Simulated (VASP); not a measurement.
# GeCl2 (P6mm) in VASP: a series of runs

GeCl2 is run at these levels: PBE; tasks: single point, relaxation of cell and atoms.

All numbers are computed with VASP 6.6.1; they aren't measurements. Logs are shortened: lines on timing, memory, paths and dates and some standing lists are left out, and cuts for length are marked.

### 1 The cell of the first run

The typed cell holds 3 atoms: a = 4.984 Å, b = 4.984 Å, c = 6.556 Å, α = 90.00°, β = 90.00°, γ = 120.00°.

### 2 Single point, PBE

INCAR reads:

```
SYSTEM = GeCl2
PREC = Accurate ; ENCUT = 520
EDIFF = 1E-6 ; ISMEAR = 0
SIGMA = 0.1 ; LREAL = .False.
LASPH = .True. ; NELM = 100
ALGO = Normal ; ISIF = 2
LWAVE = .False. ; LCHARG = .False.
GGA = PE ; NBANDS = 21
```

KPOINTS reads:

```
Automatic mesh
0
Gamma
  12 12 10
  0 0 0
```

POSCAR reads:

```
GeCl2
1.0
    4.9839227580      0.0000000000      0.0000000000
   -2.4919613790      4.3162037189      0.0000000000
    0.0000000000      0.0000000000      6.5560948670
Ge Cl
1 2
Direct
    0.0000000000      0.0000000000      0.7626455260
    0.3333333333      0.6666666667      0.7625045170
    0.6666666667      0.3333333333      0.7625045170
```

Potentials or basis: VASP PAW PBE potentials, release 64 (Ge_d, Cl).

The run is started by

```sh
> cat potpaw_PBE.64/Ge_d/POTCAR potpaw_PBE.64/Cl/POTCAR > POTCAR
> mpirun -np 1 vasp_std > vasp.out
```

OUTCAR:

```text
SYSTEM = GeCl2
   PREC = Accurate
   ENCUT = 520
   EDIFF = 1E-6
   ISMEAR = 0
   LREAL = .False.
   LASPH = .True.
   NELM = 100
   ISIF = 2
   GGA = PE

 ion  position               nearest neighbor table
   1  0.000  0.000  0.763-
   2  0.333  0.667  0.763-
   3  0.667  0.333  0.763-

  LATTYP: Found a hexagonal cell.
 ALAT       =     4.9839227580
 C/A-ratio  =     1.3154487309

  Lattice vectors:

 A1 = (   4.9839227580,   0.0000000000,   0.0000000000)
 A2 = (  -2.4919613790,   4.3162037189,   0.0000000000)
 A3 = (   0.0000000000,   0.0000000000,   6.5560948670)

Analysis of symmetry for initial positions (statically):
=====================================================================
 Subroutine PRICEL returns:
 Original cell was already a primitive cell.

 Routine SETGRP: Setting up the symmetry group for a
 hexagonal supercell.

 Subroutine GETGRP returns: Found 12 space group operations
 (whereof 12 operations were pure point group operations)
 out of a pool of 24 trial point group operations.

The static configuration has the point symmetry C_6v.

Analysis of symmetry for dynamics (positions and initial velocities):
=====================================================================
 Subroutine PRICEL returns:
 Original cell was already a primitive cell.

 Routine SETGRP: Setting up the symmetry group for a
 hexagonal supercell.

 Subroutine GETGRP returns: Found 12 space group operations
 (whereof 12 operations were pure point group operations)
 out of a pool of 24 trial point group operations.

The dynamic configuration has the point symmetry C_6v.

 Subroutine INISYM returns: Found 12 space group operations
 (whereof 12 operations are pure point group operations),
 and found     1 'primitive' translations

----------------------------------------------------------------------------------------

                                     Primitive cell

  volume of cell :     141.0323

  direct lattice vectors                    reciprocal lattice vectors
     4.983922758  0.000000000  0.000000000     0.200645164  0.115842540  0.000000000
    -2.491961379  4.316203719  0.000000000     0.000000000  0.231685079  0.000000000
     0.000000000  0.000000000  6.556094867     0.000000000  0.000000000  0.152529825

  length of vectors
     4.983922758  4.983922758  6.556094867     0.231685079  0.231685079  0.152529825

  position of ions in fractional coordinates (direct lattice)
[... 67 lines left out ...]
   dimension x,y,z NGXF=    80 NGYF=   80 NGZF=  100
   ions per type =               1   2
   NGX,Y,Z   is equivalent  to a cutoff of  13.34, 13.34, 12.68 a.u.
   NGXF,Y,Z  is equivalent  to a cutoff of  26.69, 26.69, 25.36 a.u.
 SYSTEM =  GeCl2
   PREC   = accura    normal or accurate (medium, high low for compatibility)
   ISTART =      0    job   : 0-new  1-cont  2-samecut
   ICHARG =      2    charge: 1-file 2-atom 10-const
   ISPIN  =      1    spin polarized calculation?
   LNONCOLLINEAR =      F non collinear calculations
   LSORBIT =      F    spin-orbit coupling
   LASPH  =      T    aspherical Exc in radial PAW
   ENCUT  =  520.0 eV  38.22 Ry    6.18 a.u.   9.27  9.27 12.19*2*pi/ulx,y,z
   NELM   =    100;   NELMIN=  2; NELMDL= -5     # of ELM steps
   EDIFF  = 0.1E-05   stopping-criterion for ELM
   LREAL  =      F    real-space projection
[... 7 lines left out ...]
   TEBEG  =    0.0;   TEEND  =   0.0 temperature during run
   PSTRESS=    0.0 pullay stress
   NELECT =      28.0000    total number of electrons
   NUPDOWN=      -1.0000    fix difference up-down
   EMIN   =  10.00;   EMAX   =-10.00  energy-range for DOS
   EFERMI =   0.00;   METHOD = LEGACY
   ISMEAR =     0;   SIGMA  =   0.10  broadening in eV -4-tet -1-fermi 0-gaus
   EFERMI_NEDOS =   21; number of points for ismear=-14 and -15
   IALGO  =     38    algorithm
   IMIX   =      4    mixing-type and parameters
     AMIX     =   0.40;   BMIX     =  1.00
     AMIX_MAG =   1.60;   BMIX_MAG =  1.00
  volume/ion in A,a.u.               =      47.01       317.24
  Fermi-wavevector in a.u.,A,eV,Ry     =   0.955040  1.804763 12.409881  0.912101
  Thomas-Fermi vector in A             =   2.083841
   LORBIT       =      0    0 simple, 1 ext, 2 COOP (PROOUT), +10 PAW based schemes
   GGA     = PE    functional components
   LHFCALC =     F    Hartree Fock is set to
   AEXX    =    0.0000 exact exchange contribution
   IVDW    =     0    specifies the selected vdW correction
   LEPSILON=     F    determine dielectric tensor
   LRPA    =     F    only Hartree local field effects (RPA)
 non-spin polarized calculation
 Gauss-broadening in eV      SIGMA  =   0.10
  energy-cutoff  :      520.00
  volume of cell :      141.03
 maximum number of plane-waves:      3828
 NGX is ok and might be reduce to    40
   NGX = 19   NGY = 19   NGZ = 25

 number of electron      28.0000006 magnetization

 Free energy of the ion-electron system (eV)
  ---------------------------------------------------
  ext. energy  EPLUGINS =         0.00000000
  ---------------------------------------------------
  free energy    TOTEN  =        -8.49958368 eV

  energy without entropy =       -8.49957217  energy(sigma->0) =       -8.49957793

 E-fermi :  -0.9131     XC(G=0):  -5.6915

 val. band max:       -1.1373126112   @ k =   0.3333   0.3333   0.5000
 cond. band min:      -0.7108749634   @ k =   0.3333   0.3333   0.5000
 fundamental gap:      0.4264376478
 Fermi energy:        -0.9131037491

 k-point     1 :       0.0000    0.0000    0.0000
  band No.  band energies     occupation
      1     -26.8586      2.00000
      2     -26.8177      2.00000
      3     -26.8177      2.00000
      4     -26.6971      2.00000
      5     -26.6971      2.00000
      6     -16.1374      2.00000
[... 565 lines left out ...]
     20       6.5798      0.00000
     21       7.5272      0.00000

 [... further k-points ...]
[... 5 lines left out ...]
  --------------------------------------------------------------------------------------
  -------------------------------------------------------------------------------------
  Total       -0.0632639     -0.0632639     -0.0311542      0.0000000     -0.0000000     -0.0000000
  in kB       -0.7187004     -0.7187004     -0.3539232      0.0000000     -0.0000000     -0.0000000
  external PRESSURE =      -0.5971080 kB  Pullay stress =       0.0000000 kB

 VOLUME and BASIS-vectors are now :
 -----------------------------------------------------------------------------
  energy-cutoff  :      520.00
  volume of cell :      141.03
      direct lattice vectors                 reciprocal lattice vectors
     4.983922758  0.000000000  0.000000000     0.200645164  0.115842540  0.000000000
    -2.491961379  4.316203719  0.000000000     0.000000000  0.231685079  0.000000000
     0.000000000  0.000000000  6.556094867     0.000000000  0.000000000  0.152529825

 POSITION                                       TOTAL-FORCE (eV/Angst)
 -----------------------------------------------------------------------------------
      0.00000      0.00000      4.99998        -0.000000      0.000000     -0.000961
     -0.00000      2.87747      4.99905        -0.000000      0.000000      0.000481
      2.49196      1.43873      4.99905         0.000000     -0.000000      0.000481
 -----------------------------------------------------------------------------------
    total drift:                                0.000000      0.000000     -0.000434

  FREE ENERGIE OF THE ION-ELECTRON SYSTEM (eV)
  ---------------------------------------------------
  free  energy   TOTEN  =        -8.4995836833 eV

  energy  without entropy=       -8.4995721747  energy(sigma->0) =       -8.49957793
```

Wall time 4.7 min (1 thread of Intel Xeon Platinum 8259CL at 2.50GHz (Skylake/Cascade Lake), shared host); peak memory 0.46 GiB.

What came out:

```yaml
Free_energy: -8.4996 eV
Pressure: -0.1 GPa
Band_gap_on_the_k_mesh: 0.43 eV, direct
```

### 3 Relaxation of cell and atoms, PBE

This run uses another cell than the first one, of 34.08 Å³/atom, 0.725 times its volume.

INCAR reads:

```
PREC     = Accurate       # precision mode
ENCUT    = 600            # plane-wave cutoff, eV
EDIFF    = 1E-6           # SCF threshold, eV
ISMEAR   = 0              # smearing method
SIGMA    = 0.1            # smearing width, eV
LREAL    = False          # projectors in reciprocal space
LASPH    = True           # aspherical terms in the spheres
NELM     = 100            # most SCF steps
ALGO     = Normal         # electronic algorithm
ISIF     = 3              # what is computed and relaxed
LWAVE    = False          # write WAVECAR
LCHARG   = False          # write CHGCAR
GGA      = PE             # functional
IBRION   = 2              # ionic algorithm
NSW      = 100            # ionic steps
EDIFFG   = -0.01          # ionic threshold
```

KPOINTS reads:

```
Automatic mesh
0
Gamma
  12 12 10
```

POSCAR reads:

```
GeCl2
1.0
    4.9744023483      0.0000000000      0.0000000000
   -2.4872011741      4.3079588022      0.0000000000
    0.0000000000      0.0000000000      4.7712897139
Ge Cl
1 2
Direct
    0.0000000000      0.0000000000      0.7694236360
    0.3333333333      0.6666666667      0.7591154620
    0.6666666667      0.3333333333      0.7591154620
```

Potentials or basis: VASP PAW PBE potentials, release 64 (Ge_d, Cl).

The run is started by

```sh
> cat potpaw_PBE.64/Ge_d/POTCAR potpaw_PBE.64/Cl/POTCAR > POTCAR
> mpirun -np 1 vasp_std > vasp.out
```

OUTCAR:

```text
PREC = Accurate
   ENCUT = 600
   EDIFF = 1E-6
   ISMEAR = 0
   LREAL = False
   LASPH = True
   NELM = 100
   ISIF = 3
   GGA = PE
   IBRION = 2
   NSW = 100
   EDIFFG = -0.01

 ion  position               nearest neighbor table
   1  0.000  0.000  0.769-
   2  0.333  0.667  0.759-
   3  0.667  0.333  0.759-

  LATTYP: Found a hexagonal cell.
 ALAT       =     4.9744023483
 C/A-ratio  =     0.9591684347

  Lattice vectors:

 A1 = (   4.9744023483,   0.0000000000,   0.0000000000)
 A2 = (  -2.4872011741,   4.3079588022,   0.0000000000)
 A3 = (   0.0000000000,   0.0000000000,   4.7712897139)

Analysis of symmetry for initial positions (statically):
=====================================================================
 Subroutine PRICEL returns:
 Original cell was already a primitive cell.

 Routine SETGRP: Setting up the symmetry group for a
 hexagonal supercell.

 Subroutine GETGRP returns: Found 12 space group operations
 (whereof 12 operations were pure point group operations)
 out of a pool of 24 trial point group operations.

The static configuration has the point symmetry C_6v.

Analysis of symmetry for dynamics (positions and initial velocities):
=====================================================================
 Subroutine PRICEL returns:
 Original cell was already a primitive cell.

 Routine SETGRP: Setting up the symmetry group for a
 hexagonal supercell.

 Subroutine GETGRP returns: Found 12 space group operations
 (whereof 12 operations were pure point group operations)
 out of a pool of 24 trial point group operations.

The dynamic configuration has the point symmetry C_6v.

 Subroutine INISYM returns: Found 12 space group operations
 (whereof 12 operations are pure point group operations),
 and found     1 'primitive' translations

----------------------------------------------------------------------------------------

                                     Primitive cell
[... 128 lines left out ...]
  volume of cell :      102.25
 maximum number of plane-waves:      3452
 NGX is ok and might be reduce to    40
   NGX = 19   NGY = 19   NGZ = 19

--------------------------------------- Ionic step        1  -------------------------------------------

 number of electron      28.0000012 magnetization

 Free energy of the ion-electron system (eV)
  ---------------------------------------------------
  ext. energy  EPLUGINS =         0.00000000
  ---------------------------------------------------
  free energy    TOTEN  =        -8.46754554 eV

  energy without entropy =       -8.46388422  energy(sigma->0) =       -8.46571488

------------------------ aborting loop because EDIFF is reached ----------------------------------------

  FORCE on cell =-STRESS in cart. coord.  units (eV):
  Direction    XX          YY          ZZ          XY          YZ          ZX
  --------------------------------------------------------------------------------------
  -------------------------------------------------------------------------------------
  Total       -0.0336465     -0.0336465      0.2373603     -0.0000000     -0.0000000      0.0000000
  in kB       -0.5272329     -0.5272329      3.7193786     -0.0000000     -0.0000000      0.0000000
  external PRESSURE =       0.8883043 kB  Pullay stress =       0.0000000 kB
[... 92 lines left out ...]
  FREE ENERGIE OF THE ION-ELECTRON SYSTEM (eV)
  ---------------------------------------------------
  free  energy   TOTEN  =        -8.4706596237 eV

  energy  without entropy=       -8.4676260726  energy(sigma->0) =       -8.46914285

 E-fermi :   0.0574     XC(G=0):  -6.7389

 val. band max:       -0.0490027512   @ k =   0.3333   0.3333   0.5000
 cond. band min:       0.1112085411   @ k =   0.3333   0.3333   0.5000
 fundamental gap:      0.1602112923
 Fermi energy:         0.0574125599

 k-point     1 :       0.0000    0.0000    0.0000
  band No.  band energies     occupation
      1     -25.7503      2.00000
      2     -25.7091      2.00000
      3     -25.7091      2.00000
      4     -25.5896      2.00000
      5     -25.5896      2.00000
      6     -15.1610      2.00000
[... 493 lines left out ...]
     17       3.5433      0.00000
     18       5.0796      0.00000

 [... further k-points ...]

[... ionic steps 4 to 13 ...]

--------------------------------------- Ionic step       14  -------------------------------------------

 number of electron      28.0000016 magnetization

------------------------ aborting loop because EDIFF is reached ----------------------------------------
[... 69 lines left out ...]
--------------------------------------- Ionic step       16  -------------------------------------------

 number of electron      28.0000016 magnetization

 Free energy of the ion-electron system (eV)
  ---------------------------------------------------
  ext. energy  EPLUGINS =         0.00000000
  ---------------------------------------------------
  free energy    TOTEN  =        -8.48907159 eV

  energy without entropy =       -8.48899251  energy(sigma->0) =       -8.48903205

 E-fermi :  -0.4153     XC(G=0):  -6.2623

 val. band max:       -0.5932984146   @ k =   0.3333   0.3333   0.5000
 cond. band min:      -0.2724168795   @ k =   0.3333   0.3333   0.5000
 fundamental gap:      0.3208815351
 Fermi energy:        -0.4153384300

 k-point     1 :       0.0000    0.0000    0.0000
  band No.  band energies     occupation
      1     -26.3161      2.00000
      2     -26.2752      2.00000
      3     -26.2752      2.00000
      4     -26.1548      2.00000
      5     -26.1548      2.00000
      6     -15.6064      2.00000
[... 525 lines left out ...]
  FREE ENERGIE OF THE ION-ELECTRON SYSTEM (eV)
  ---------------------------------------------------
  free  energy   TOTEN  =        -8.4890715904 eV

  energy  without entropy=       -8.4889925056  energy(sigma->0) =       -8.48903205

 reached required accuracy - stopping structural energy minimisation
```

Run time: 32 min. Hardware: 1 thread of Intel Xeon Platinum 8259CL at 2.50GHz (Skylake/Cascade Lake), shared host; peak memory 0.43 GiB.

Results:

```yaml
Free_energy: -8.4891 eV
Relaxed_cell: a = 4.981 Å, b = 4.981 Å, c = 5.778 Å, α = 90.00°, β = 90.00°, γ = 120.00°
Space_group_after_relaxing_to_0.05_Å: P6mm (No. 183)
Energy_gained_by_relaxing: 7.2 meV/atom
Ionic_steps: 16
Pressure_after_relaxing: 0.0 GPa
Largest_force_after_relaxing: 0.009 eV/Å
Band_gap_on_the_k_mesh: 0.32 eV, direct
```

Forces on the atoms (eV/Å):
```
Ge   0.000  0.000 -0.009
Cl   0.000  0.000  0.005
Cl   0.000  0.000  0.005
```

Step by step:
| step | energy change (eV) | largest force (eV/Å) | pressure (GPa) | volume (Å³) |
| --- | --- | --- | --- | --- |
| 1 | 0.0000 | 0.0049 | 0.09 | 102.25 |
| 2 | -0.0009 | 0.0043 | 0.16 | 102.53 |
| 3 | -0.0031 | 0.0029 | 0.23 | 103.36 |
| 4 | -0.0056 | 0.0009 | 0.53 | 105.00 |
| 5 | -0.0023 | 0.0028 | 1.08 | 108.21 |
| 6 | -0.0058 | 0.0004 | 0.67 | 105.80 |
| 7 | -0.0060 | 0.0002 | 0.68 | 105.93 |
| 8 | -0.0067 | 0.0005 | 0.66 | 106.30 |
| 9 | -0.0081 | 0.0010 | 0.68 | 107.05 |
| 10 | -0.0107 | 0.0022 | 0.52 | 108.55 |
| 11 | -0.0150 | 0.0039 | 0.43 | 111.55 |
| 12 | -0.0202 | 0.0087 | 0.18 | 117.62 |
| 13 | -0.0198 | 0.0148 | -0.24 | 129.95 |
| 14 | -0.0215 | 0.0108 | -0.04 | 123.98 |
| 15 | -0.0215 | 0.0105 | -0.07 | 124.35 |
| 16 | -0.0215 | 0.0090 | 0.00 | 124.13 |

Final structure:
```cif
data_structure
_symmetry_space_group_name_H-M 'P 1'
_symmetry_Int_Tables_number 1
_cell_length_a 4.9805
_cell_length_b 4.9805
_cell_length_c 5.7784
_cell_angle_alpha 90.000
_cell_angle_beta 90.000
_cell_angle_gamma 120.000
_cell_volume 124.13
loop_
_atom_site_label
_atom_site_type_symbol
_atom_site_fract_x
_atom_site_fract_y
_atom_site_fract_z
_atom_site_occupancy
Ge1 Ge 0.00000 0.00000 0.76696 1
Cl1 Cl 0.33333 0.66667 0.76035 1
Cl2 Cl 0.66667 0.33333 0.76035 1
```

Levels at points of the mesh, in eV from the valence-band top:
| k point | band 10 | band 11 | band 12 | band 13 | band 14 | band 15 | band 16 | band 17 | band 18 |
| --- | --- | --- | --- | --- | --- | --- | --- | --- | --- |
| (0.00, 0.00, 0.00) | -3.68 | -3.10 | -2.56 | -2.56 | -1.14 | 1.60 | 3.94 | 4.08 | 4.08 |
| (0.50, 0.00, 0.00) | -2.31 | -1.84 | -1.65 | -1.58 | -0.45 | 0.84 | 2.78 | 3.28 | 5.81 |
| (0.00, 0.00, 0.50) | -3.67 | -3.24 | -2.55 | -2.55 | -1.16 | 1.33 | 4.10 | 4.10 | 6.16 |
| (0.50, 0.00, 0.50) | -2.38 | -1.91 | -1.64 | -1.57 | -0.45 | 0.56 | 2.84 | 3.30 | 6.99 |

Caveat: the volume moved by over 15 % at a fixed basis, so the end points are rough.

(Continued in part 2 of 2.)
